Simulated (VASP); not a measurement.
# CoSn (P6/mmm) in VASP: a series of runs, part 2 of 2

VASP 6.6.1. Earlier steps stand in the parts before.

**4. Single point, PBE**

This run uses another cell than the first one, of 17.13 Å³/atom.

Input file INCAR:

```
ALGO = Fast
EDIFF = 1E-7
ENCUT = 520
GGA = PE
ISIF = 2
ISMEAR = 0
LASPH = True
LCHARG = False
LREAL = False
LWAVE = False
NBANDS = 44
NELM = 80
PREC = Accurate
SIGMA = 0.05
```

Input file KPOINTS:

```
k-points
0
Gamma
  10 10 10
```

Input file POSCAR:

```
CoSn
1.0
    5.2956988483      0.0000000000      0.0000000000
   -2.6478494242      4.5862097334      0.0000000000
    0.0000000000      0.0000000000      4.2312003079
Co Sn
3 3
Direct
    0.0000000000      0.5000000000      0.0000000000
    0.5000000000      0.5000000000      0.0000000000
    0.5000000000      0.0000000000      0.0000000000
    0.6666666667      0.3333333333      0.5000000000
    0.3333333333      0.6666666667      0.5000000000
    0.0000000000      0.0000000000      0.0000000000
```

Potentials or basis: VASP PAW PBE potentials, release 64 (Co, Sn_d).

On the command line:

```sh
$ cat potpaw_PBE.64/Co/POTCAR potpaw_PBE.64/Sn_d/POTCAR > POTCAR
$ mpirun -np 1 vasp_std > vasp.out
```

OUTCAR:

```text
EDIFF = 1E-7
   ENCUT = 520
   GGA = PE
   ISIF = 2
   ISMEAR = 0
   LASPH = True
   LREAL = False
   NELM = 80
   PREC = Accurate

 ion  position               nearest neighbor table
   1  0.000  0.500  0.000-   4 2.61   5 2.61   4 2.61   5 2.61   3 2.65   3 2.65   2 2.65   2 2.65
                             6 2.65   6 2.65
   2  0.500  0.500  0.000-   4 2.61   5 2.61   4 2.61   5 2.61   6 2.65   6 2.65   1 2.65   1 2.65
                             3 2.65   3 2.65
   3  0.500  0.000  0.000-   4 2.61   5 2.61   4 2.61   5 2.61   1 2.65   1 2.65   6 2.65   6 2.65
                             2 2.65   2 2.65
   4  0.667  0.333  0.500-   1 2.61   1 2.61   3 2.61   3 2.61   2 2.61   2 2.61   5 3.06   5 3.06
                             5 3.06   6 3.72   6 3.72   6 3.72   6 3.72   6 3.72   6 3.72
   5  0.333  0.667  0.500-   1 2.61   1 2.61   3 2.61   3 2.61   2 2.61   2 2.61   4 3.06   4 3.06
                             4 3.06   6 3.72   6 3.72   6 3.72   6 3.72   6 3.72   6 3.72
   6  0.000  0.000  0.000-   2 2.65   2 2.65   3 2.65   3 2.65   1 2.65   1 2.65   5 3.72   4 3.72
                             5 3.72   4 3.72   4 3.72   5 3.72   5 3.72   4 3.72   5 3.72   5 3.72

  LATTYP: Found a hexagonal cell.
 ALAT       =     5.2956988483
 C/A-ratio  =     0.7989880900

  Lattice vectors:

 A1 = (   5.2956988483,   0.0000000000,   0.0000000000)
 A2 = (  -2.6478494242,   4.5862097334,   0.0000000000)
 A3 = (   0.0000000000,   0.0000000000,   4.2312003079)

Analysis of symmetry for initial positions (statically):
=====================================================================
 Subroutine PRICEL returns:
 Original cell was already a primitive cell.

 Routine SETGRP: Setting up the symmetry group for a
 hexagonal supercell.

 Subroutine GETGRP returns: Found 24 space group operations
 (whereof 24 operations were pure point group operations)
 out of a pool of 24 trial point group operations.

The static configuration has the point symmetry D_6h.

Analysis of symmetry for dynamics (positions and initial velocities):
=====================================================================
 Subroutine PRICEL returns:
 Original cell was already a primitive cell.

 Routine SETGRP: Setting up the symmetry group for a
 hexagonal supercell.

 Subroutine GETGRP returns: Found 24 space group operations
 (whereof 24 operations were pure point group operations)
 out of a pool of 24 trial point group operations.

The dynamic configuration has the point symmetry D_6h.

 Subroutine INISYM returns: Found 24 space group operations
 (whereof 24 operations are pure point group operations),
 and found     1 'primitive' translations

----------------------------------------------------------------------------------------

                                     Primitive cell

  volume of cell :     102.7639

  direct lattice vectors                    reciprocal lattice vectors
     5.295698848  0.000000000  0.000000000     0.188832490  0.109022489  0.000000000
    -2.647849424  4.586209733  0.000000000     0.000000000  0.218044978  0.000000000
     0.000000000  0.000000000  4.231200308     0.000000000  0.000000000  0.236339555

  length of vectors
     5.295698848  5.295698848  4.231200308     0.218044978  0.218044978  0.236339555

  position of ions in fractional coordinates (direct lattice)
     0.000000000  0.500000000  0.000000000
     0.500000000  0.500000000  0.000000000
     0.500000000  0.000000000  0.000000000
[... 65 lines left out ...]
 [... further k-points ...]
   k-points           NKPTS =     84   k-points in BZ     NKDIM =     84   number of bands    NBANDS=     44
   number of dos      NEDOS =    301   number of ions     NIONS =      6
   total plane-waves  NPLWV =  51200
   dimension x,y,z NGX =    40 NGY =   40 NGZ =   32
   dimension x,y,z NGXF=    80 NGYF=   80 NGZF=   64
   ions per type =               3   3
   NGX,Y,Z   is equivalent  to a cutoff of  12.56, 12.56, 12.57 a.u.
   NGXF,Y,Z  is equivalent  to a cutoff of  25.11, 25.11, 25.15 a.u.
 SYSTEM =  unknown system
   PREC   = accura    normal or accurate (medium, high low for compatibility)
   ISTART =      0    job   : 0-new  1-cont  2-samecut
   ICHARG =      2    charge: 1-file 2-atom 10-const
   ISPIN  =      1    spin polarized calculation?
   LNONCOLLINEAR =      F non collinear calculations
   LSORBIT =      F    spin-orbit coupling
   LASPH  =      T    aspherical Exc in radial PAW
   ENCUT  =  520.0 eV  38.22 Ry    6.18 a.u.   9.85  9.85  7.87*2*pi/ulx,y,z
   NELM   =     80;   NELMIN=  2; NELMDL= -5     # of ELM steps
   EDIFF  = 0.1E-06   stopping-criterion for ELM
   LREAL  =      F    real-space projection
   EDIFFG = 0.1E-05   stopping-criterion for IOM
   NSW    =      0    number of steps for IOM
   IBRION =     -1    ionic relax: 0-MD 1-quasi-New 2-CG
   NFREE  =      0    steps in history (QN), initial steepest desc. (CG)
   ISIF   =      2    stress and relaxation
   ISYM   =      2    0-nonsym 1-usesym 2-fastsym
   POTIM  = 0.5000    time-step for ionic-motion
   TEBEG  =    0.0;   TEEND  =   0.0 temperature during run
   PSTRESS=    0.0 pullay stress
   NELECT =      69.0000    total number of electrons
   NUPDOWN=      -1.0000    fix difference up-down
   EMIN   =  10.00;   EMAX   =-10.00  energy-range for DOS
   EFERMI =   0.00;   METHOD = LEGACY
   ISMEAR =     0;   SIGMA  =   0.05  broadening in eV -4-tet -1-fermi 0-gaus
   EFERMI_NEDOS =   21; number of points for ismear=-14 and -15
   IALGO  =     68    algorithm
   IMIX   =      4    mixing-type and parameters
     AMIX     =   0.40;   BMIX     =  1.00
     AMIX_MAG =   1.60;   BMIX_MAG =  1.00
  volume/ion in A,a.u.               =      17.13       115.58
  Fermi-wavevector in a.u.,A,eV,Ry     =   1.433544  2.709005 27.960619  2.055048
  Thomas-Fermi vector in A             =   2.553050
   LORBIT       =      0    0 simple, 1 ext, 2 COOP (PROOUT), +10 PAW based schemes
   GGA     = PE    functional components
   LHFCALC =     F    Hartree Fock is set to
   AEXX    =    0.0000 exact exchange contribution
   IVDW    =     0    specifies the selected vdW correction
   LEPSILON=     F    determine dielectric tensor
   LRPA    =     F    only Hartree local field effects (RPA)
 non-spin polarized calculation
 RMM-DIIS sequential band-by-band and
 Gauss-broadening in eV      SIGMA  =   0.05
  energy-cutoff  :      520.00
  volume of cell :      102.76
 maximum number of plane-waves:      2788
 NGX is ok and might be reduce to    40
   NGX = 19   NGY = 19   NGZ = 15

 number of electron      69.0000014 magnetization

 Free energy of the ion-electron system (eV)
  ---------------------------------------------------
  ext. energy  EPLUGINS =         0.00000000
  ---------------------------------------------------
  free energy    TOTEN  =       -33.25280008 eV

  energy without entropy =      -33.25107708  energy(sigma->0) =      -33.25193858

 E-fermi :   9.7528     XC(G=0): -11.7049

 val. band max:        9.7424366837   @ k =   0.2000   0.2000   0.3000
 cond. band min:       9.7752563027   @ k =   0.0000   0.0000   0.4000
 fundamental gap:      0.0328196190
 Fermi energy:         9.7527849748

 k-point     1 :       0.0000    0.0000    0.0000
  band No.  band energies     occupation
      1     -11.7548      2.00000
      2     -11.6427      2.00000
      3     -11.6427      2.00000
      4     -11.6229      2.00000
      5     -11.6229      2.00000
      6     -11.5203      2.00000
[... 1117 lines left out ...]
     43      14.7560      0.00000
     44      16.1293      0.00000

 [... further k-points ...]

------------------------ aborting loop because EDIFF is reached ----------------------------------------

  FORCE on cell =-STRESS in cart. coord.  units (eV):
  Direction    XX          YY          ZZ          XY          YZ          ZX
  --------------------------------------------------------------------------------------
  -------------------------------------------------------------------------------------
  Total       -0.0106296     -0.0106296     -0.0801142      0.0000000      0.0000000     -0.0000000
  in kB       -0.1657252     -0.1657252     -1.2490491      0.0000000      0.0000000     -0.0000000
  external PRESSURE =      -0.5268332 kB  Pullay stress =       0.0000000 kB

 VOLUME and BASIS-vectors are now :
 -----------------------------------------------------------------------------
  energy-cutoff  :      520.00
  volume of cell :      102.76
      direct lattice vectors                 reciprocal lattice vectors
     5.295698848  0.000000000  0.000000000     0.188832490  0.109022489  0.000000000
    -2.647849424  4.586209733  0.000000000     0.000000000  0.218044978  0.000000000
     0.000000000  0.000000000  4.231200308     0.000000000  0.000000000  0.236339555

 POSITION                                       TOTAL-FORCE (eV/Angst)
 -----------------------------------------------------------------------------------
     -1.32392      2.29310      0.00000         0.000000      0.000000      0.000000
      1.32392      2.29310      0.00000         0.000000      0.000000      0.000000
      2.64785      0.00000      0.00000         0.000000      0.000000      0.000000
      2.64785      1.52874      2.11560         0.000000     -0.000000      0.000000
     -0.00000      3.05747      2.11560        -0.000000      0.000000      0.000000
      0.00000      0.00000      0.00000         0.000000      0.000000      0.000000
 -----------------------------------------------------------------------------------
    total drift:                               -0.000000      0.000000     -0.000000

  FREE ENERGIE OF THE ION-ELECTRON SYSTEM (eV)
  ---------------------------------------------------
  free  energy   TOTEN  =       -33.2528000794 eV

  energy  without entropy=      -33.2510770779  energy(sigma->0) =      -33.25193858
```

Wall time 3.3 min (1 thread of Intel Xeon 6975P-C (Granite Rapids), shared host); peak memory 0.42 GiB.

Results:

| Item | Value |
| --- | --- |
| Free energy | -33.2528 eV |
| Pressure | -0.1 GPa |
| Band gap on the k mesh | zero (an odd number of electrons rules out a gap without spin polarisation) |

Caveat: spin-orbit coupling is left out, which moves the levels of the heavy elements; the run has no spin polarisation, though such a crystal can be magnetic. Spin polarisation is off, so any magnetic state and its effect on volume and gap are missing.

**5. Summary**

| cell | gap on the mesh (eV) | pressure (GPa) |
| --- | --- | --- |
| a = 5.224, b = 5.224, c = 4.174 Å, angles 90.0, 90.0, 120.0°, 6 atoms | none | 5.7 |
| a = 5.260, b = 5.260, c = 4.203 Å, angles 90.0, 90.0, 120.0°, 6 atoms | none | 2.7 |
| a = 5.296, b = 5.296, c = 4.231 Å, angles 90.0, 90.0, 120.0°, 6 atoms | none | -0.1 |

Alike in all rows: task single point; level PBE; potentials or basis VASP PAW PBE potentials, release 64 (Co, Sn_d); no spin polarisation; k mesh 10 × 10 × 10; cutoff (eV) 520; smearing gaussian 0.05 eV.

Caveats: spin-orbit coupling is left out, which moves the levels of the heavy elements; the run has no spin polarisation, though such a crystal can be magnetic; the cell stands under pressure (at least some runs).

Total energies depend on the potentials used, so only differences within one code and one set of settings carry meaning.

The gap in the log of VASP goes by the Fermi energy; the results here count the filled bands.